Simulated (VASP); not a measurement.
A run of VASP 6.6.1:

File INCAR:

```
PREC     = Accurate       # precision mode
ENCUT    = 520            # plane-wave cutoff, eV
EDIFF    = 1E-6           # SCF threshold, eV
ISMEAR   = -1             # smearing method
SIGMA    = 0.15           # smearing width, eV
LREAL    = F              # projectors in reciprocal space
LASPH    = T              # aspherical terms in the spheres
NELM     = 60             # most SCF steps
ALGO     = Fast           # electronic algorithm
ISIF     = 2              # what is computed and relaxed
LWAVE    = F              # write WAVECAR
LCHARG   = T              # write CHGCAR
LELF     = T              # ELF
LVHAR    = T            
NBANDS   = 18             # bands
```

KPOINTS

```
regular mesh
0
Gamma
  16 16 14
```

The input POSCAR:

```
ZnNi
1.0
    2.6488613914      0.0000000000      0.0000000000
    0.0000000000      2.6488613914      0.0000000000
    0.0000000000      0.0000000000      3.2158001084
Zn Ni
1 1
Direct
    0.5000000000      0.5000000000      0.5000000000
    0.0000000000      0.0000000000      0.0000000000
```

Potentials or basis: VASP PAW LDA potentials, release 64 (Zn, Ni).

Launch:

```console
$ cat potpaw_LDA.64/Zn/POTCAR potpaw_LDA.64/Ni/POTCAR > POTCAR
$ mpirun -np 1 vasp_std > vasp.out
```

Hardware: 1 thread of AMD EPYC 9R45 96-Core Processor (Zen 5) (shared host).

**Question.** How long does it take, and how much memory?

**Answer.** Run time: 64 s on 1 thread of AMD EPYC 9R45 96-Core Processor (Zen 5), on a shared host, peak memory 0.22 GiB. Counts: scf iterations 14, k points 360.
